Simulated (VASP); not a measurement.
GaSb: single point with PBE

Crystal: GaSb.

```
CELL_PARAMETERS angstrom
0.00000 2.98264 3.10692
2.98264 0.00000 3.10692
2.98264 2.98264 0.00000
ATOMIC_POSITIONS crystal
Ga 0.00000 0.00000 0.00000
Sb 0.75000 0.75000 0.75000
```

This cell differs from its parent crystal: strain -0.0400 x Voigt [1, 1, 0, 0, 0, 0].

```json
{
 "Program": "VASP 6.6.1",
 "Task": "single point",
 "Functional": "PBE",
 "Potentials or basis": "VASP PAW PBE potentials, release 64 (Ga_d, Sb)",
 "Cutoff": "520 eV",
 "k mesh": "16 × 16 × 16",
 "Occupations": "gaussian, width 0.15 eV",
 "Spin": "no spin polarisation"
}
```

```yaml
Pressure: 4.5 GPa
Band_gap_on_the_k_mesh: 0.19 eV, direct
```

Stress tensor (GPa, compression positive):
```
5.15 0.00 0.00
0.00 5.15 0.00
0.00 0.00 3.24
```

Levels at points of the mesh, in eV from the valence-band top:
| k point | band 5 | band 6 | band 7 | band 8 | band 9 | band 10 | band 11 | band 12 | band 13 | band 14 |
| --- | --- | --- | --- | --- | --- | --- | --- | --- | --- | --- |
| (0.00, 0.00, 0.00) | -15.13 | -11.81 | -0.26 | 0.00 | 0.00 | 0.19 | 2.65 | 2.65 | 2.77 | 5.76 |
| (0.50, 0.00, 0.00) | -15.13 | -10.09 | -6.63 | -1.46 | -1.13 | 0.37 | 3.58 | 3.78 | 6.37 | 9.39 |
| (0.50, 0.50, 0.00) | -15.13 | -9.32 | -7.19 | -2.61 | -2.61 | 0.99 | 1.28 | 8.80 | 8.80 | 10.17 |
| (0.50, 0.00, 0.50) | -15.13 | -9.16 | -6.99 | -2.88 | -2.84 | 0.68 | 1.01 | 8.73 | 8.75 | 10.18 |

Wall time 5.3 min on 1 thread of AMD EPYC 7R43 64-Core Processor (Zen 3) (shared host), peak memory 0.4 GiB.

Caveat: the cell differs from its parent crystal (strain -0.0400 x Voigt [1, 1, 0, 0, 0, 0]); spin-orbit coupling is left out, which moves the levels of the heavy elements. A k mesh can miss the band edges.
